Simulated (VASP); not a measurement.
# WC4 (Cmm2) in VASP: relaxation of cell and atoms with PBE

Aim: the relaxation of cell and atoms of WC4 with PBE.

Everything below comes from runs of VASP 6.6.1. Logs are shortened: lines on timing, memory, paths and dates and some standing lists are left out, and cuts for length are marked.

## Step 1: The cell of the first run

Symmetry: Cmm2, No. 35, orthorhombic system. Conventional cell: a = 5.192 Å, b = 6.967 Å, c = 3.919 Å, α = 90.00°, β = 90.00°, γ = 90.00°. W (site symmetry mm2) has 4 C at 1.47 Å within 2.0 Å. Within 2.0 Å of C (site symmetry 1) lie 1 W at 1.47 Å and 2 C at 1.58 to 1.87 Å.

## Step 2: Relaxation of cell and atoms, PBE

The input, INCAR:

```
PREC     = Accurate       # precision mode
ENCUT    = 600            # plane-wave cutoff, eV
EDIFF    = 1E-7           # SCF threshold, eV
ISMEAR   = 0              # smearing method
SIGMA    = 0.2            # smearing width, eV
LREAL    = F              # projectors in reciprocal space
LASPH    = T              # aspherical terms in the spheres
NELM     = 100            # most SCF steps
ALGO     = Normal         # electronic algorithm
ISIF     = 3              # what is computed and relaxed
LWAVE    = F              # write WAVECAR
LCHARG   = F              # write CHGCAR
GGA      = PE             # functional
IBRION   = 2              # ionic algorithm
NSW      = 36             # ionic steps
EDIFFG   = -0.08          # ionic threshold
```

The input, KPOINTS:

```
regular mesh
0
Gamma
  4 4 4
```

The input, POSCAR:

```
WC4
1.0
    2.5958457800     -3.4834417400      0.0000000000
    2.5958457800      3.4834417400      0.0000000000
    0.0000000000      0.0000000000      3.9193689800
W C
1 4
Direct
    0.5000000000      0.5000000000      0.3712892400
    0.4685547400      0.1708217200      0.4841271100
    0.5314452600      0.8291782800      0.4841271100
    0.8291782800      0.5314452600      0.4841271100
    0.1708217200      0.4685547400      0.4841271100
```

Potentials or basis: VASP PAW PBE potentials, release 64 (W_sv, C).

Run with:

```sh
> cat potpaw_PBE.64/W_sv/POTCAR potpaw_PBE.64/C/POTCAR > POTCAR
> mpirun -np 1 vasp_std > vasp.out
```

OUTCAR:

```text
PREC = Accurate
   ENCUT = 600
   EDIFF = 1E-7
   ISMEAR = 0
   LREAL = F
   LASPH = T
   NELM = 100
   ISIF = 3
   GGA = PE
   IBRION = 2
   NSW = 36
   EDIFFG = -0.08

 ion  position               nearest neighbor table
   1  0.500  0.500  0.371-   2 1.47   3 1.47   4 1.47   5 1.47
   2  0.469  0.171  0.484-   1 1.47   3 1.58   4 1.87
   3  0.531  0.829  0.484-   1 1.47   2 1.58   5 1.87
   4  0.829  0.531  0.484-   1 1.47   5 1.58   2 1.87
   5  0.171  0.469  0.484-   1 1.47   4 1.58   3 1.87

  LATTYP: Found a base centered orthorhombic cell.
 ALAT       =     5.1916915600
 B/A-ratio  =     1.3419293884
 C/A-ratio  =     0.7549310152

  Lattice vectors:

 A1 = (   2.5958457800,  -3.4834417400,   0.0000000000)
 A2 = (   2.5958457800,   3.4834417400,   0.0000000000)
 A3 = (   0.0000000000,   0.0000000000,   3.9193689800)

Analysis of symmetry for initial positions (statically):
=====================================================================
 Subroutine PRICEL returns:
 Original cell was already a primitive cell.

 Routine SETGRP: Setting up the symmetry group for a
 base centered orthorhombic supercell.

 Subroutine GETGRP returns: Found  4 space group operations
 (whereof  4 operations were pure point group operations)
 out of a pool of  8 trial point group operations.

The static configuration has the point symmetry C_2v.

Analysis of symmetry for dynamics (positions and initial velocities):
=====================================================================
 Subroutine PRICEL returns:
 Original cell was already a primitive cell.

 Routine SETGRP: Setting up the symmetry group for a
 base centered orthorhombic supercell.

 Subroutine GETGRP returns: Found  4 space group operations
 (whereof  4 operations were pure point group operations)
 out of a pool of  8 trial point group operations.

The dynamic configuration has the point symmetry C_2v.

 Subroutine INISYM returns: Found  4 space group operations
 (whereof  4 operations are pure point group operations),
 and found     1 'primitive' translations

----------------------------------------------------------------------------------------

                                     Primitive cell

  volume of cell :      70.8816

  direct lattice vectors                    reciprocal lattice vectors
     2.595845780 -3.483441740  0.000000000     0.192615449 -0.143536203  0.000000000
     2.595845780  3.483441740  0.000000000     0.192615449  0.143536203  0.000000000
     0.000000000  0.000000000  3.919368980     0.000000000  0.000000000  0.255143112

  length of vectors
     4.344281491  4.344281491  3.919368980     0.240215221  0.240215221  0.255143112

  position of ions in fractional coordinates (direct lattice)
     0.500000000  0.500000000  0.371289240
     0.468554740  0.170821720  0.484127110
     0.531445260  0.829178280  0.484127110
     0.829178280  0.531445260  0.484127110
     0.170821720  0.468554740  0.484127110

  ion indices of the primitive-cell ions
   primitive index   ion index
                 1           1
                 2           2
                 3           3
                 4           4
                 5           5

----------------------------------------------------------------------------------------

 KPOINTS: regular mesh

Automatic generation of k-mesh.
 Grid dimensions read from file:
 generate k-points for:    4    4    4

 Generating k-lattice:

  Cartesian coordinates                     Fractional coordinates (reciprocal lattice)
     0.048153862 -0.035884051  0.000000000     0.250000000  0.000000000  0.000000000
     0.048153862  0.035884051  0.000000000     0.000000000  0.250000000  0.000000000
     0.000000000  0.000000000  0.063785778     0.000000000  0.000000000  0.250000000

  Length of vectors
     0.060053805  0.060053805  0.063785778

  Shift w.r.t. Gamma in fractional coordinates (k-lattice)
     0.000000000  0.000000000  0.000000000

 Subroutine IBZKPT returns following result:
 ===========================================

 Found     21 irreducible k-points:

 Following reciprocal coordinates:
            Coordinates               Weight
  0.000000  0.000000  0.000000      1.000000
  0.250000 -0.000000  0.000000      4.000000
  0.500000 -0.000000  0.000000      2.000000
  0.250000  0.250000  0.000000      2.000000
  0.500000  0.250000  0.000000      4.000000
 -0.250000  0.250000  0.000000      2.000000
[... 13 lines left out ...]
 -0.250000  0.250000  0.500000      2.000000
  0.500000  0.500000  0.500000      1.000000
   k-points           NKPTS =     21   k-points in BZ     NKDIM =     21   number of bands    NBANDS=     19
   number of dos      NEDOS =    301   number of ions     NIONS =      5
   total plane-waves  NPLWV =  41472
   dimension x,y,z NGX =    36 NGY =   36 NGZ =   32
   dimension x,y,z NGXF=    72 NGYF=   72 NGZF=   64
   ions per type =               1   4
   NGX,Y,Z   is equivalent  to a cutoff of  13.78, 13.78, 13.57 a.u.
   NGXF,Y,Z  is equivalent  to a cutoff of  27.55, 27.55, 27.15 a.u.
 SYSTEM =  unknown system
   PREC   = accura    normal or accurate (medium, high low for compatibility)
   ISTART =      0    job   : 0-new  1-cont  2-samecut
   ICHARG =      2    charge: 1-file 2-atom 10-const
   ISPIN  =      1    spin polarized calculation?
   LNONCOLLINEAR =      F non collinear calculations
   LSORBIT =      F    spin-orbit coupling
   LASPH  =      T    aspherical Exc in radial PAW
   ENCUT  =  600.0 eV  44.10 Ry    6.64 a.u.   8.68  8.68  7.83*2*pi/ulx,y,z
   NELM   =    100;   NELMIN=  2; NELMDL= -5     # of ELM steps
   EDIFF  = 0.1E-06   stopping-criterion for ELM
   LREAL  =      F    real-space projection
   EDIFFG = -.8E-01   stopping-criterion for IOM
   NSW    =     36    number of steps for IOM
   IBRION =      2    ionic relax: 0-MD 1-quasi-New 2-CG
   NFREE  =      1    steps in history (QN), initial steepest desc. (CG)
   ISIF   =      3    stress and relaxation
   ISYM   =      2    0-nonsym 1-usesym 2-fastsym
   POTIM  = 0.5000    time-step for ionic-motion
   TEBEG  =    0.0;   TEEND  =   0.0 temperature during run
   PSTRESS=    0.0 pullay stress
   NELECT =      30.0000    total number of electrons
   NUPDOWN=      -1.0000    fix difference up-down
   EMIN   =  10.00;   EMAX   =-10.00  energy-range for DOS
   EFERMI =   0.00;   METHOD = LEGACY
   ISMEAR =     0;   SIGMA  =   0.20  broadening in eV -4-tet -1-fermi 0-gaus
   EFERMI_NEDOS =   21; number of points for ismear=-14 and -15
   IALGO  =     38    algorithm
   IMIX   =      4    mixing-type and parameters
     AMIX     =   0.40;   BMIX     =  1.00
     AMIX_MAG =   1.60;   BMIX_MAG =  1.00
  volume/ion in A,a.u.               =      14.18        95.67
  Fermi-wavevector in a.u.,A,eV,Ry     =   1.229148  2.322752 20.555735  1.510804
  Thomas-Fermi vector in A             =   2.364046
   LORBIT       =      0    0 simple, 1 ext, 2 COOP (PROOUT), +10 PAW based schemes
   GGA     = PE    functional components
   LHFCALC =     F    Hartree Fock is set to
   AEXX    =    0.0000 exact exchange contribution
   IVDW    =     0    specifies the selected vdW correction
   LEPSILON=     F    determine dielectric tensor
   LRPA    =     F    only Hartree local field effects (RPA)
 conjugate gradient relaxation of ions
 non-spin polarized calculation
 Gauss-broadening in eV      SIGMA  =   0.20
  energy-cutoff  :      600.00
  volume of cell :       70.88
 maximum number of plane-waves:      2396
 NGX is ok and might be reduce to    36
   NGX = 17   NGY = 17   NGZ = 15

--------------------------------------- Ionic step        1  -------------------------------------------

 number of electron      30.0000001 magnetization

 Free energy of the ion-electron system (eV)
  ---------------------------------------------------
  ext. energy  EPLUGINS =         0.00000000
  ---------------------------------------------------
  free energy    TOTEN  =       -11.51422191 eV

  energy without entropy =      -11.44796743  energy(sigma->0) =      -11.48109467

------------------------ aborting loop because EDIFF is reached ----------------------------------------

  FORCE on cell =-STRESS in cart. coord.  units (eV):
  Direction    XX          YY          ZZ          XY          YZ          ZX
  --------------------------------------------------------------------------------------
  -------------------------------------------------------------------------------------
  Total       79.0189970    100.7950505     18.0570626      0.0000000      0.0000000      0.0000000
  in kB     1786.1112649   2278.3277693    408.1540417      0.0000000      0.0000000      0.0000000
  external PRESSURE =    1490.8643586 kB  Pullay stress =       0.0000000 kB
[... 98 lines left out ...]
  FREE ENERGIE OF THE ION-ELECTRON SYSTEM (eV)
  ---------------------------------------------------
  free  energy   TOTEN  =       -20.5622241284 eV

  energy  without entropy=      -20.2948647524  energy(sigma->0) =      -20.42854444

 E-fermi :  -1.2620     XC(G=0):  -7.1210

 val. band max:       -1.2637028531   @ k =  -0.2500   0.2500   0.0000
 cond. band min:      -1.2619392750   @ k =  -0.2500   0.2500   0.2500
 fundamental gap:      0.0017635781
 Fermi energy:        -1.2620407267

 k-point     1 :       0.0000    0.0000    0.0000
  band No.  band energies     occupation
      1     -76.5536      2.00000
      2     -40.6304      2.00000
      3     -40.6280      2.00000
      4     -40.5275      2.00000
      5     -14.5455      2.00000
      6     -14.1098      2.00000
[... 439 lines left out ...]
      6     -14.0850      2.00000
[... 11 lines left out ...]
     18      -0.7353      0.00020
     19      -0.2297      0.00000

 E-fermi :   2.6543     XC(G=0):  -9.1513

 val. band max:        2.6299174540   @ k =   0.0000   0.0000   0.5000
 cond. band min:       2.7332689041   @ k =   0.5000  -0.0000   0.5000
 fundamental gap:      0.1033514501
 Fermi energy:         2.6542837993

 k-point     1 :       0.0000    0.0000    0.0000
  band No.  band energies     occupation
      1     -72.2468      2.00000
      2     -36.5381      2.00000
      3     -36.4235      2.00000
      4     -36.4013      2.00000
      5     -11.5308      2.00000
      6      -8.7089      2.00000
[... 439 lines left out ...]
      6      -8.3619      2.00000
[... 11 lines left out ...]
     18       4.6874      0.00000
     19       5.2574      0.00000

 E-fermi :   4.1163     XC(G=0):  -9.8095

 val. band max:        4.1144347830   @ k =   0.2500   0.2500   0.5000
 cond. band min:       4.1369329272   @ k =   0.5000  -0.0000   0.5000
 fundamental gap:      0.0224981442
 Fermi energy:         4.1162844873

 k-point     1 :       0.0000    0.0000    0.0000
  band No.  band energies     occupation
      1     -70.5645      2.00000
      2     -35.1206      2.00000
      3     -34.8597      2.00000
      4     -34.8220      2.00000
      5     -11.2961      2.00000
      6      -8.0002      2.00000
[... 439 lines left out ...]
      6      -7.4917      2.00000
[... 11 lines left out ...]
     18       6.7210      0.00000
     19       7.4562      0.00000

[... ionic steps 4 to 32 ...]

--------------------------------------- Ionic step       33  -------------------------------------------

 number of electron      30.0000000 magnetization

------------------------ aborting loop because EDIFF is reached ----------------------------------------
[... 73 lines left out ...]
--------------------------------------- Ionic step       35  -------------------------------------------

 number of electron      29.9999999 magnetization

 Free energy of the ion-electron system (eV)
  ---------------------------------------------------
  ext. energy  EPLUGINS =         0.00000000
  ---------------------------------------------------
  free energy    TOTEN  =       -45.14383182 eV

  energy without entropy =      -45.07726254  energy(sigma->0) =      -45.11054718

 E-fermi :   5.6628     XC(G=0): -10.8218

 val. band max:        5.6432872429   @ k =   0.5000   0.5000   0.0000
 cond. band min:       5.6636366306   @ k =   0.5000   0.2500   0.2500
 fundamental gap:      0.0203493876
 Fermi energy:         5.6627735187

 k-point     1 :       0.0000    0.0000    0.0000
  band No.  band energies     occupation
      1     -68.8894      2.00000
      2     -33.2923      2.00000
      3     -33.0263      2.00000
      4     -32.8171      2.00000
      5     -12.0215      2.00000
      6      -8.0803      2.00000
[... 483 lines left out ...]
  FREE ENERGIE OF THE ION-ELECTRON SYSTEM (eV)
  ---------------------------------------------------
  free  energy   TOTEN  =       -45.1438318227 eV

  energy  without entropy=      -45.0772625388  energy(sigma->0) =      -45.11054718

 reached required accuracy - stopping structural energy minimisation
```

Wall time 8.6 min (1 thread of AMD EPYC 9R45 (Zen 5), shared host); peak memory 0.2 GiB.

What came out:

```yaml
Free_energy: -45.1438 eV
Relaxed_volume: 11.24 Å³/atom
Relaxed_cell: a = 4.762 Å, b = 4.762 Å, c = 2.830 Å, α = 90.00°, β = 90.00°, γ = 118.84°
Space_group_after_relaxing_to_0.05_Å: Cmmm (No. 65)
Energy_gained_by_relaxing: 6725.9 meV/atom
Ionic_steps: 35
Pressure_after_relaxing: -0.2 GPa
Largest_force_after_relaxing: 0.052 eV/Å
Band_gap_on_the_k_mesh: zero (band 15 reaches 6.18 eV, above the bottom of band 16 at 4.16 eV)
```

Forces on the atoms (eV/Å):
```
W    0.000  0.000  0.052
C    0.004 -0.037 -0.013
C   -0.004  0.037 -0.013
C   -0.004 -0.037 -0.013
C    0.004  0.037 -0.013
```

The path:
```csv
step,energy change (eV),largest force (eV/Å),pressure (GPa),volume (Å³)
1,0.0000,41.7297,149.09,70.88
2,-9.4064,6.8594,-15.53,289.34
3,-9.0480,6.7056,-15.68,283.48
4,-8.6903,6.4994,-15.82,277.50
5,-15.1876,4.5851,-22.30,154.04
6,129.9095,412.8273,234.73,107.81
7,-14.5628,3.9591,-23.98,152.01
8,-18.2343,13.6106,-6.02,128.79
9,-17.9506,3.2169,-22.03,140.67
10,-19.1454,3.1666,-17.26,134.66
11,-19.1821,4.9310,-14.07,132.37
12,-25.1319,3.6773,-35.62,97.49
13,-24.6424,15.6128,16.76,68.76
14,-26.4031,2.4122,-35.57,89.91
15,-27.4276,3.4227,-24.25,78.95
16,-23.2063,26.7120,114.43,48.18
17,-28.5413,7.7611,-5.00,67.45
18,-31.6318,5.0994,22.01,53.80
19,-31.7971,3.2445,11.09,55.97
20,-31.8019,3.1432,12.19,55.71
21,-33.0126,2.2246,-3.20,57.26
22,-33.4814,0.7056,-6.64,58.74
23,-33.4918,0.3085,-7.03,58.51
24,-33.4929,0.3202,-7.00,58.56
25,-33.5389,1.0410,2.61,56.40
26,-33.5466,0.7545,-0.15,56.97
27,-33.5858,0.9776,2.49,55.76
28,-33.5912,0.5529,1.71,56.06
29,-33.6222,0.1979,1.05,55.86
30,-33.6224,0.1968,1.08,55.87
31,-33.6273,0.2294,0.20,56.18
32,-33.6273,0.2014,0.27,56.16
33,-33.6285,0.1400,-0.81,56.38
34,-33.6289,0.0854,-0.45,56.31
35,-33.6296,0.0525,-0.18,56.22
```

Final structure:
```
W C
1.0
     2.42297   -4.09992    0.00000
     2.42297    4.09992    0.00000
     0.00000    0.00000    2.82990
W C
1 4
Direct
  0.50000 0.50000 0.05993
  0.45101 0.83575 0.56197
  0.54899 0.16425 0.56197
  0.16425 0.54899 0.56197
  0.83575 0.45101 0.56197
```

Caveat: the k points lie up to 0.56 Å⁻¹ apart in the final cell; the volume moved by over 15 % at a fixed basis, so the end points are rough; spin-orbit coupling is left out, which moves the levels of the heavy elements; the relaxation stopped at a loose force limit of 0.08 eV/Å, so its end isn't a converged minimum.
